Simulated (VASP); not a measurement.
Wanted: the native input for a VASP 6.6.1 run.

* Task: electric field gradients
* Functional: PBE
* Potentials or basis: VASP PAW PBE potentials, release 64 (C)
* Cutoff: 520 eV
* k mesh: 20 × 20 × 20
* Occupations: fermi-dirac, width 0.08 eV
* Spin: no spin polarisation
* Dipole correction: no
* Further INCAR settings: ALGO = Normal; EDIFF = 1e-08; NBANDS = 11

The structure of C lies in POSCAR:

```
C
1.0
    0.0000000000      1.7714305118      1.7714305118
    1.7714305118      0.0000000000      1.7714305118
    1.7714305118      1.7714305118      0.0000000000
C
2
Direct
    0.5000000000      0.5000000000      0.5000000000
    0.7500000000      0.7500000000      0.7500000000
```

This cell differs from its parent crystal: volume scaled by 0.98.

The input as run:

INCAR

```
SYSTEM = C
PREC = Accurate
ENCUT = 520
EDIFF = 1E-8
ISMEAR = -1
SIGMA = 0.08
LREAL = .False.
LASPH = .True.
NELM = 100
ALGO = Normal
ISIF = 2
LWAVE = .False.
LCHARG = .False.
GGA = PE
LEFG = .True.
NBANDS = 11
```

KPOINTS

```
Automatic mesh
0
Gamma
  20 20 20
  0 0 0
```

Potentials or basis: VASP PAW PBE potentials, release 64 (C).

The run is started by

```sh
$ cat potpaw_PBE.64/C/POTCAR > POTCAR
$ mpirun -np 1 vasp_std > vasp.out
```

Results of the run:

| Property | Result |
| --- | --- |
| Pressure | 11.7 GPa |
| Band gap on the k mesh | 4.18 eV, indirect (least direct gap 5.65 eV) |

Caveat: without QUAD_EFG the Cq values of the log hold for a quadrupole moment of 1 mb, not for the nuclei.

It took 15 s on 1 thread of Intel(R) Xeon(R) Platinum 8559C (Emerald Rapids) (shared host), peak memory 0.13 GiB.
